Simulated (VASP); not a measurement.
Set up this calculation in VASP 6.6.1, as the native input.

- Task: single point
- Functional: PBE
- Potentials or basis: VASP PAW PBE potentials, release 64 (Zr_sv, Si, O)
- Cutoff: 520 eV
- k mesh: 12 × 12 × 4
- Occupations: gaussian, width 0.1 eV
- Spin: no spin polarisation
- Dipole correction: no
- k mesh for the DOS: 18 × 18 × 6
- Occupations for the DOS: tetrahedron
- Further INCAR settings: ALGO = Normal; EDIFF = 1e-06

Crystal: Zr3SiO.

```
CELL_PARAMETERS angstrom
3.05841 0.00000 0.00000
0.00000 3.05841 0.00000
0.00000 0.00000 10.18555
ATOMIC_POSITIONS crystal
Zr 0.00000 0.00000 0.00000
Zr 0.00000 0.00000 0.32419
Zr 0.00000 0.00000 0.67581
Si 0.50000 0.50000 0.50000
O 0.50000 0.50000 0.00000
```

One way to write it, as run:

POSCAR

```
Zr3SiO
1.0
    3.0584110532      0.0000000000      0.0000000000
    0.0000000000      3.0584110532      0.0000000000
    0.0000000000      0.0000000000     10.1855476718
Zr Si O
3 1 1
Direct
    0.0000000000      0.0000000000      0.0000000000
    0.0000000000      0.0000000000      0.3241933957
    0.0000000000      0.0000000000      0.6758066043
    0.5000000000      0.5000000000      0.5000000000
    0.5000000000      0.5000000000      0.0000000000
```

INCAR.step1

```
SYSTEM = Zr3SiO
PREC = Accurate
ENCUT = 520
EDIFF = 1E-6
ISMEAR = 0
SIGMA = 0.1
LREAL = .FALSE.
LASPH = .TRUE.
NELM = 100
ALGO = Normal
ISIF = 2
LWAVE = .FALSE.
LCHARG = .TRUE.
LMAXMIX = 4
GGA = PE
NBANDS = 31
```

KPOINTS.step1

```
Automatic mesh
0
G
  12 12 4
  0 0 0
```

INCAR.step2

```
SYSTEM = Zr3SiO
PREC = Accurate
ENCUT = 520
EDIFF = 1E-6
ISMEAR = -5
SIGMA = 0.1
LREAL = .FALSE.
LASPH = .TRUE.
NELM = 100
ALGO = Normal
ISIF = 2
LWAVE = .FALSE.
LCHARG = .FALSE.
LMAXMIX = 4
GGA = PE
LORBIT = 11
NEDOS = 2001
ICHARG = 11
```

KPOINTS.step2

```
Automatic mesh
0
G
  18 18 6
  0 0 0
```

Potentials or basis: VASP PAW PBE potentials, release 64 (Zr_sv, Si, O).

Run with:

```sh
$ cat potpaw_PBE.64/Zr_sv/POTCAR potpaw_PBE.64/Si/POTCAR potpaw_PBE.64/O/POTCAR > POTCAR
$ cp INCAR.step1 INCAR
$ cp KPOINTS.step1 KPOINTS
$ mpirun -np 1 vasp_std > vasp.out
$ cp INCAR.step2 INCAR
$ cp KPOINTS.step2 KPOINTS
$ mpirun -np 1 vasp_std > vasp.out
```

Results of the run:

The valence electrons inside the program's atomic spheres are Zr 9.81, 9.90 (each value once); Si 1.63; O 5.05.

Run time: 3.3 min on 1 thread of Intel(R) Xeon(R) 6975P-C (Granite Rapids) (shared host), peak memory 0.57 GiB.
